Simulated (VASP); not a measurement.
# Re (P6_3/mmc) in VASP: a series of runs

The runs below take Re through single point, with PBE.

Everything below comes from runs of VASP 6.6.1. Logs are shortened: lines on timing, memory, paths and dates and some standing lists are left out, and cuts for length are marked.

### Step 1. The cell of the first run

It takes space group P6_3/mmc (No. 194, hexagonal). Conventional cell: a = 2.620 Å, b = 2.620 Å, c = 4.190 Å, α = 90.00°, β = 90.00°, γ = 120.00°. Within 3.4 Å of Re (site symmetry -6m2) lie 12 Re at 2.58 to 2.62 Å.

### Step 2. Single point, PBE (volume scaled by 1.02)

Contents of INCAR:

```
SYSTEM = Re
ALGO = Normal
EDIFF = 1E-7
ENCUT = 520
GGA = PE
ISIF = 2
ISMEAR = -1
LASPH = .TRUE.
LCHARG = .TRUE.
LELF = .TRUE.
LREAL = .FALSE.
LVHAR = .TRUE.
LWAVE = .FALSE.
NBANDS = 14
NELM = 60
PREC = Accurate
SIGMA = 0.05
```

Contents of KPOINTS:

```
k-points
0
G
  18 18 10
  0 0 0
```

Contents of POSCAR:

```
Re
1.0
    2.6201393302      0.0000000000      0.0000000000
   -1.3100696651      2.2691072214      0.0000000000
    0.0000000000      0.0000000000      4.1895637172
Re
2
Direct
    0.3333333333      0.6666666667      0.2500000000
    0.6666666667      0.3333333333      0.7500000000
```

Potentials or basis: VASP PAW PBE potentials, release 64 (Re).

Run with:

```console
> cat potpaw_PBE.64/Re/POTCAR > POTCAR
> mpirun -np 1 vasp_std > vasp.out
```

OUTCAR:

```text
SYSTEM = Re
   EDIFF = 1E-7
   ENCUT = 520
   GGA = PE
   ISIF = 2
   ISMEAR = -1
   LASPH = .TRUE.
   LREAL = .FALSE.
   NELM = 60
   PREC = Accurate

 ion  position               nearest neighbor table
   1  0.333  0.667  0.250-   2 2.58   2 2.58   2 2.58   2 2.58   2 2.58   2 2.58
   2  0.667  0.333  0.750-   1 2.58   1 2.58   1 2.58   1 2.58   1 2.58   1 2.58

  LATTYP: Found a hexagonal cell.
 ALAT       =     2.6201393302
 C/A-ratio  =     1.5989850879

  Lattice vectors:

 A1 = (   2.6201393302,   0.0000000000,   0.0000000000)
 A2 = (  -1.3100696651,   2.2691072214,   0.0000000000)
 A3 = (   0.0000000000,   0.0000000000,   4.1895637172)

Analysis of symmetry for initial positions (statically):
=====================================================================
 Subroutine PRICEL returns:
 Original cell was already a primitive cell.

 Routine SETGRP: Setting up the symmetry group for a
 hexagonal supercell.

 Subroutine GETGRP returns: Found 24 space group operations
 (whereof 12 operations were pure point group operations)
 out of a pool of 24 trial point group operations.

The static configuration has the point symmetry D_3d.
 The point group associated with its full space group is D_6h.

Analysis of symmetry for dynamics (positions and initial velocities):
=====================================================================
 Subroutine PRICEL returns:
 Original cell was already a primitive cell.

 Routine SETGRP: Setting up the symmetry group for a
 hexagonal supercell.

 Subroutine GETGRP returns: Found 24 space group operations
 (whereof 12 operations were pure point group operations)
 out of a pool of 24 trial point group operations.

The dynamic configuration has the point symmetry D_3d.
 The point group associated with its full space group is D_6h.

 Subroutine INISYM returns: Found 24 space group operations
 (whereof 12 operations are pure point group operations),
 and found     1 'primitive' translations

----------------------------------------------------------------------------------------

                                     Primitive cell

  volume of cell :      24.9085

  direct lattice vectors                    reciprocal lattice vectors
     2.620139330  0.000000000  0.000000000     0.381659093  0.220350980  0.000000000
    -1.310069665  2.269107221  0.000000000     0.000000000  0.440701960  0.000000000
     0.000000000  0.000000000  4.189563717     0.000000000  0.000000000  0.238688338

  length of vectors
     2.620139330  2.620139330  4.189563717     0.440701960  0.440701960  0.238688338

  position of ions in fractional coordinates (direct lattice)
     0.333333333  0.666666667  0.250000000
     0.666666667  0.333333333  0.750000000

  ion indices of the primitive-cell ions
   primitive index   ion index
                 1           1
                 2           2

----------------------------------------------------------------------------------------

 KPOINTS: k-points

Automatic generation of k-mesh.
 Grid dimensions read from file:
 generate k-points for:   18   18   10

 Generating k-lattice:

  Cartesian coordinates                     Fractional coordinates (reciprocal lattice)
     0.021203283  0.012241721  0.000000000     0.055555556  0.000000000  0.000000000
     0.000000000  0.024483442  0.000000000     0.000000000  0.055555556  0.000000000
     0.000000000  0.000000000  0.023868834     0.000000000  0.000000000  0.100000000

  Length of vectors
     0.024483442  0.024483442  0.023868834

  Shift w.r.t. Gamma in fractional coordinates (k-lattice)
     0.000000000  0.000000000  0.000000000

 Subroutine IBZKPT returns following result:
 ===========================================

 Found    222 irreducible k-points:

 Following reciprocal coordinates:
            Coordinates               Weight
  0.000000  0.000000  0.000000      1.000000
  0.055556  0.000000  0.000000      6.000000
  0.111111  0.000000  0.000000      6.000000
  0.166667  0.000000  0.000000      6.000000
  0.222222  0.000000  0.000000      6.000000
  0.277778  0.000000  0.000000      6.000000
[... 16 lines left out ...]
  0.333333  0.111111  0.000000     12.000000
  0.388889  0.111111  0.000000     12.000000
 [... further k-points ...]
   k-points           NKPTS =    222   k-points in BZ     NKDIM =    222   number of bands    NBANDS=     14
   number of dos      NEDOS =    301   number of ions     NIONS =      2
   total plane-waves  NPLWV =  12800
   dimension x,y,z NGX =    20 NGY =   20 NGZ =   32
   dimension x,y,z NGXF=    40 NGYF=   40 NGZF=   64
   ions per type =               2
   NGX,Y,Z   is equivalent  to a cutoff of  12.69, 12.69, 12.70 a.u.
   NGXF,Y,Z  is equivalent  to a cutoff of  25.38, 25.38, 25.40 a.u.
 SYSTEM =  Re
   PREC   = accura    normal or accurate (medium, high low for compatibility)
   ISTART =      0    job   : 0-new  1-cont  2-samecut
   ICHARG =      2    charge: 1-file 2-atom 10-const
   ISPIN  =      1    spin polarized calculation?
   LNONCOLLINEAR =      F non collinear calculations
   LSORBIT =      F    spin-orbit coupling
   LASPH  =      T    aspherical Exc in radial PAW
   ENCUT  =  520.0 eV  38.22 Ry    6.18 a.u.   4.87  4.87  7.79*2*pi/ulx,y,z
   NELM   =     60;   NELMIN=  2; NELMDL= -5     # of ELM steps
   EDIFF  = 0.1E-06   stopping-criterion for ELM
   LREAL  =      F    real-space projection
   EDIFFG = 0.1E-05   stopping-criterion for IOM
   NSW    =      0    number of steps for IOM
   IBRION =     -1    ionic relax: 0-MD 1-quasi-New 2-CG
   NFREE  =      0    steps in history (QN), initial steepest desc. (CG)
   ISIF   =      2    stress and relaxation
   ISYM   =      2    0-nonsym 1-usesym 2-fastsym
   POTIM  = 0.5000    time-step for ionic-motion
   TEBEG  =    0.0;   TEEND  =   0.0 temperature during run
   PSTRESS=    0.0 pullay stress
   NELECT =      14.0000    total number of electrons
   NUPDOWN=      -1.0000    fix difference up-down
   EMIN   =  10.00;   EMAX   =-10.00  energy-range for DOS
   EFERMI =   0.00;   METHOD = LEGACY
   ISMEAR =    -1;   SIGMA  =   0.05  broadening in eV -4-tet -1-fermi 0-gaus
   EFERMI_NEDOS =   21; number of points for ismear=-14 and -15
   IALGO  =     38    algorithm
   IMIX   =      4    mixing-type and parameters
     AMIX     =   0.40;   BMIX     =  1.00
     AMIX_MAG =   1.60;   BMIX_MAG =  1.00
  volume/ion in A,a.u.               =      12.45        84.05
  Fermi-wavevector in a.u.,A,eV,Ry     =   1.351040  2.553095 24.834826  1.825308
  Thomas-Fermi vector in A             =   2.478494
   LORBIT       =      0    0 simple, 1 ext, 2 COOP (PROOUT), +10 PAW based schemes
   GGA     = PE    functional components
   LHFCALC =     F    Hartree Fock is set to
   AEXX    =    0.0000 exact exchange contribution
   IVDW    =     0    specifies the selected vdW correction
   LEPSILON=     F    determine dielectric tensor
   LRPA    =     F    only Hartree local field effects (RPA)
 non-spin polarized calculation
  energy-cutoff  :      520.00
  volume of cell :       24.91
 maximum number of plane-waves:       699
 NGX is ok and might be reduce to    20
   NGX =  9   NGY =  9   NGZ = 15

 number of electron      14.0000001 magnetization

 Free energy of the ion-electron system (eV)
  ---------------------------------------------------
  ext. energy  EPLUGINS =         0.00000000
  ---------------------------------------------------
  free energy    TOTEN  =       -23.52373224 eV

  energy without entropy =      -23.51263046  energy(sigma->0) =      -23.51818135

 E-fermi :  10.0915     XC(G=0): -14.6661

 val. band max:       10.0810561533   @ k =   0.0556   0.0556   0.1000
 cond. band min:      10.0922252166   @ k =   0.3333   0.0556   0.4000
 fundamental gap:      0.0111690632
 Fermi energy:        10.0914598722

 k-point     1 :       0.0000    0.0000    0.0000
  band No.  band energies     occupation
      1      -0.9092      2.00000
      2       2.1387      2.00000
      3       7.9726      2.00000
      4       7.9726      2.00000
      5       8.1732      2.00000
      6       9.1045      2.00000
      7       9.1045      2.00000
      8      10.1537      0.44707
      9      10.1537      0.44707
     10      11.3705      0.00000
     11      14.2652      0.00000
     12      14.2652      0.00000
     13      22.5381      0.00000
     14      24.3448      0.00000

 k-point     2 :       0.0556    0.0000    0.0000
  band No.  band energies     occupation
      1      -0.7542      2.00000
      2       2.2835      2.00000
      3       7.5579      2.00000
      4       8.1166      2.00000
      5       8.5308      2.00000
      6       8.9882      2.00000
      7       9.2419      2.00000
      8       9.9043      1.95377
      9      10.0224      1.59829
     10      10.8248      0.00000
     11      14.3673      0.00000
     12      15.0587      0.00000
     13      22.5902      0.00000
     14      24.7063      0.00000

 k-point     3 :       0.1111    0.0000    0.0000
  band No.  band energies     occupation
      1      -0.3062      2.00000
      2       2.6858      2.00000
      3       6.9961      2.00000
      4       8.5439      2.00000
      5       8.6339      2.00000
      6       8.9410      2.00000
      7       9.0458      2.00000
      8       9.6485      1.99972
      9       9.6809      1.99946
     10      10.2798      0.04518
     11      14.6219      0.00000
     12      16.5778      0.00000
     13      22.6548      0.00000
     14      25.7243      0.00000
[... 324 lines left out ...]
 k-point    23 :       0.3333    0.1111    0.0000
  band No.  band energies     occupation
      1       3.3335      2.00000
      2       3.5970      2.00000
      3       3.9867      2.00000
      4       7.0157      2.00000
      5       7.3800      2.00000
      6       8.7914      2.00000
      7       9.0072      2.00000
      8      12.9878      0.00000
      9      14.1975      0.00000
     10      15.3886      0.00000
     11      15.9796      0.00000
     12      21.8018      0.00000
     13      22.4641      0.00000
     14      24.2731      0.00000

 k-point    24 :       0.3889    0.1111    0.0000
  band No.  band energies     occupation
      1       3.1717      2.00000
      2       3.6366      2.00000
      3       3.6735      2.00000
      4       7.3304      2.00000
      5       7.6235      2.00000
      6       8.5416      2.00000
      7       9.4397      2.00000
      8      14.1617      0.00000
      9      14.8561      0.00000
     10      15.4247      0.00000
     11      17.2412      0.00000
     12      20.4866      0.00000
     13      22.3497      0.00000
     14      22.9652      0.00000

 [... further k-points ...]
[... 5 lines left out ...]
  --------------------------------------------------------------------------------------
  -------------------------------------------------------------------------------------
  Total       15.2844136     15.2844136     16.5519877     -0.0000000     -0.0000000      0.0000000
  in kB      983.1304788    983.1304788   1064.6639105     -0.0000000     -0.0000000      0.0000000
  external PRESSURE =    1010.3082894 kB  Pullay stress =       0.0000000 kB

 VOLUME and BASIS-vectors are now :
 -----------------------------------------------------------------------------
  energy-cutoff  :      520.00
  volume of cell :       24.91
      direct lattice vectors                 reciprocal lattice vectors
     2.620139330  0.000000000  0.000000000     0.381659093  0.220350980  0.000000000
    -1.310069665  2.269107221  0.000000000     0.000000000  0.440701960  0.000000000
     0.000000000  0.000000000  4.189563717     0.000000000  0.000000000  0.238688338

 POSITION                                       TOTAL-FORCE (eV/Angst)
 -----------------------------------------------------------------------------------
     -0.00000      1.51274      1.04739         0.000000     -0.000000      0.000000
      1.31007      0.75637      3.14217        -0.000000      0.000000      0.000000
 -----------------------------------------------------------------------------------
    total drift:                                0.000000     -0.000000     -0.000000

  FREE ENERGIE OF THE ION-ELECTRON SYSTEM (eV)
  ---------------------------------------------------
  free  energy   TOTEN  =       -23.5237322371 eV

  energy  without entropy=      -23.5126304614  energy(sigma->0) =      -23.51818135
```

Run time: 42 s. Hardware: 1 thread of Intel Xeon 6975P-C (Granite Rapids), shared host; peak memory 0.19 GiB.

What came out:

- Free energy: -23.5237 eV
- Pressure: 101.0 GPa
- Band gap on the k mesh: zero (band 7 reaches 12.23 eV, above the bottom of band 8 at 7.79 eV)

Levels at points of the mesh, in eV from the Fermi level:
```tsv
k point	band 3	band 4	band 5	band 6	band 7	band 8	band 9	band 10	band 11	band 12
(0.00, 0.00, 0.00)	-2.12	-2.12	-1.92	-0.99	-0.99	0.06	0.06	1.28	4.17	4.17
(0.50, 0.00, 0.00)	-6.56	-2.64	-1.72	-1.51	-0.59	4.97	5.71	5.72	7.72	8.79
(0.00, 0.00, 0.50)	-2.79	-2.79	-2.30	-2.30	-2.30	-2.30	3.24	3.24	3.24	3.24
(0.50, 0.00, 0.50)	-5.15	-5.15	0.37	0.37	1.41	1.41	5.40	5.40	6.06	6.06
```

Caveat: spin-orbit coupling is left out, which moves the levels of the heavy elements.

### Step 3. Single point, PBE (volume scaled by 1.04)

Contents of INCAR:

```
ALGO = Normal
EDIFF = 1E-7
ENCUT = 520
GGA = PE
ISIF = 2
ISMEAR = -1
LASPH = True
LCHARG = True
LELF = True
LREAL = False
LVHAR = True
LWAVE = False
NBANDS = 14
NELM = 100
PREC = Accurate
SIGMA = 0.05
```

Contents of KPOINTS:

```
k-points
0
Gamma
  18 18 10
```

Contents of POSCAR:

```
Re
1.0
    2.6371536987      0.0000000000      0.0000000000
   -1.3185768494      2.2838420967      0.0000000000
    0.0000000000      0.0000000000      4.2167694387
Re
2
Direct
    0.3333333333      0.6666666667      0.2500000000
    0.6666666667      0.3333333333      0.7500000000
```

Potentials or basis: VASP PAW PBE potentials, release 64 (Re).

Run with:

```console
> cat potpaw_PBE.64/Re/POTCAR > POTCAR
> mpirun -np 1 vasp_std > vasp.out
```

Run time: 42 s. Hardware: 1 thread of Intel Xeon 6975P-C (Granite Rapids), shared host; peak memory 0.19 GiB.

The run converged. Its results:

```
Free energy            : -23.8095 eV
Pressure               : 86.5 GPa
Band gap on the k mesh : zero (band 7 reaches 11.86 eV, above the bottom of band 8 at 7.59 eV)
```

Stress tensor (GPa, compression positive):
```
83.93  0.00  0.00
 0.00 83.93  0.00
 0.00  0.00 91.61
```

Levels at points of the mesh, in eV from the Fermi level:
```tsv
k point	band 5	band 6	band 7	band 8	band 9	band 10
(0.00, 0.00, 0.00)	-1.85	-0.95	-0.95	0.07	0.07	1.20
(0.50, 0.00, 0.00)	-1.74	-1.48	-0.58	4.84	5.55	5.56
(0.00, 0.00, 0.50)	-2.22	-2.22	-2.22	-2.22	3.16	3.16
(0.50, 0.00, 0.50)	0.37	0.37	1.34	1.34	5.26	5.26
```

Caveat: spin-orbit coupling is left out, which moves the levels of the heavy elements.
